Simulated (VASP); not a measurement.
Here is a VASP 6.6.1 calculation.

Contents of POSCAR:

```
BaTiO3
1.0
    3.9640625200      0.0000000000      0.0000000000
    0.0000000000      3.9640625200      0.0000000000
    0.0000000000      0.0000000000      7.9641998100
Ba Ti O
2 2 6
Direct
    0.0000000000      0.0000000000      0.0000000000
    0.0000000000      0.0000000000      0.5000000000
    0.5000000000      0.5000000000      0.2500000000
    0.5000000000      0.5000000000      0.7500000000
    0.5000000000      0.5000000000      0.0000000000
    0.5000000000      0.5000000000      0.5000000000
    0.5000000000      0.0000000000      0.2500000000
    0.5000000000      0.0000000000      0.7500000000
    0.0000000000      0.5000000000      0.2500000000
    0.0000000000      0.5000000000      0.7500000000
```

Contents of INCAR.step1:

```
PREC     = Accurate       # precision mode
ENCUT    = 520            # plane-wave cutoff, eV
ISMEAR   = -1             # smearing method
SIGMA    = 0.1            # smearing width, eV
LREAL    = False          # projectors in reciprocal space
LASPH    = True           # aspherical terms in the spheres
NELM     = 60             # most SCF steps
NBANDS   = 51             # bands
GGA      = PE             # functional
ALGO     = Normal         # electronic algorithm
EDIFF    = 1E-4           # SCF threshold, eV
LWAVE    = True           # write WAVECAR
LCHARG   = False          # write CHGCAR
```

Contents of INCAR.step2:

```
PREC     = Accurate       # precision mode
ENCUT    = 520            # plane-wave cutoff, eV
EDIFF    = 1E-6           # SCF threshold, eV
ISMEAR   = -1             # smearing method
SIGMA    = 0.1            # smearing width, eV
LREAL    = False          # projectors in reciprocal space
LASPH    = True           # aspherical terms in the spheres
NELM     = 60             # most SCF steps
ALGO     = Normal         # electronic algorithm
ISIF     = 2              # what is computed and relaxed
LWAVE    = False          # write WAVECAR
LCHARG   = False          # write CHGCAR
METAGGA  = R2SCAN         # meta-GGA
LMIXTAU  = True         
NBANDS   = 51             # bands
ISTART   = 1
```

Contents of KPOINTS:

```
Automatic mesh
0
Gamma
  7 7 4
```

Potentials or basis: VASP PAW PBE potentials, release 64 (Ba_sv, Ti_sv, O).

Launch:

```console
$ cat potpaw_PBE.64/Ba_sv/POTCAR potpaw_PBE.64/Ti_sv/POTCAR potpaw_PBE.64/O/POTCAR > POTCAR
$ cp INCAR.step1 INCAR
$ mpirun -np 1 vasp_std > vasp.out
$ cp INCAR.step2 INCAR
$ mpirun -np 1 vasp_std > vasp.out
```

**Question.** What does it give for the band gap on the k mesh?

**Answer.** 2.23 eV.

**Question.** Predict the pressure.

**Answer.** 5.5 GPa.

Stress tensor (GPa, compression positive):
```
5.80 0.00 0.00
0.00 5.80 0.00
0.00 0.00 4.77
```

Caveat: the PAW data sets were made with another functional, which shifts forces and pressure a little; spin-orbit coupling is left out, which moves the levels of the heavy elements. A k mesh can miss the band edges.
